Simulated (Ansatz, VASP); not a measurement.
## KF: VASP beside Ansatz

Contents of POSCAR:

```
KF
1.0
    3.1788706815      0.0000000000      0.0000000000
    0.0000000000      3.1788706815      0.0000000000
    0.0000000000      0.0000000000      3.0997168015
K F
1 1
Direct
    0.0000000000      0.0000000000      0.0000000000
    0.5000000000      0.5000000000      0.5000000000
```

The input INCAR.step1:

```
SYSTEM = KF
ALGO = Normal
EDIFF = 1E-5
ENCUT = 660
GGA = PE
GGA_COMPAT = .False.
ISMEAR = 0
LASPH = .True.
LCHARG = .False.
LREAL = .False.
LWAVE = .True.
NBANDS = 15
NELM = 120
PREC = Accurate
SIGMA = 0.01
```

Contents of INCAR.step2:

```
SYSTEM = KF
ALGO = Normal
EDIFF = 1E-6
ENCUT = 660
GGA_COMPAT = .False.
ISIF = 2
ISMEAR = 0
ISTART = 1
LASPH = .True.
LCHARG = .False.
LMIXTAU = .True.
LREAL = .False.
LWAVE = .False.
METAGGA = R2SCAN
NBANDS = 15
NELM = 120
PREC = Accurate
SIGMA = 0.01
```

Contents of KPOINTS:

```
k-points
0
Gamma
  8 8 8
  0 0 0
```

Input for Ansatz:

```yaml
crystal:
  lattice:
    - [3.1788706815, 0.0, 0.0]
    - [0.0, 3.1788706815, 0.0]
    - [0.0, 0.0, 3.0997168015]
  atoms:
    - { symbol: K, position: [0.0, 0.0, 0.0] }
    - { symbol: F, position: [0.5, 0.5, 0.5] }
kpoints:
  mp_grid: { grid: [8, 8, 8] }
  band_path:
    path: [[0.0, 0.0, 0.0], [0.0, 0.5, 0.0], [0.5, 0.5, 0.0], [0.5, 0.5, 0.5]]
    npoints: 1
hamiltonian:
  xc: r2scan
scf:
  occupations: { method: fixed }
  n_extra_bands: 4
output:
  forces: true
  stress: true
  eigenvalues: true
```

Change from the starting cell: uniaxial_z strain -2.5%.

Alike in both runs: task single point; functional r2SCAN; k mesh 8 × 8 × 8; no spin polarisation.

```csv
,VASP,Ansatz
version,VASP 6.6.1,Ansatz 0.2.0
potentials or method,"VASP PAW PBE potentials, release 64 (K_sv, F)","plane waves, PAW"
plane-wave cutoff (eV),660,500
occupations,"gaussian, width 0.01 eV",fixed
valence electrons in the cell,16,16
```

```tsv
	VASP	Ansatz	Ansatz less VASP
gap on the k mesh at the Fermi level (eV)	7.88	7.87	-0.009
pressure (GPa)	1.1	1.2	+0.04
traceless stress, the component that is largest in VASP (GPa)	1.63	1.63	+0.002
```

VASP's potentials were made for PBE, not for r2SCAN.
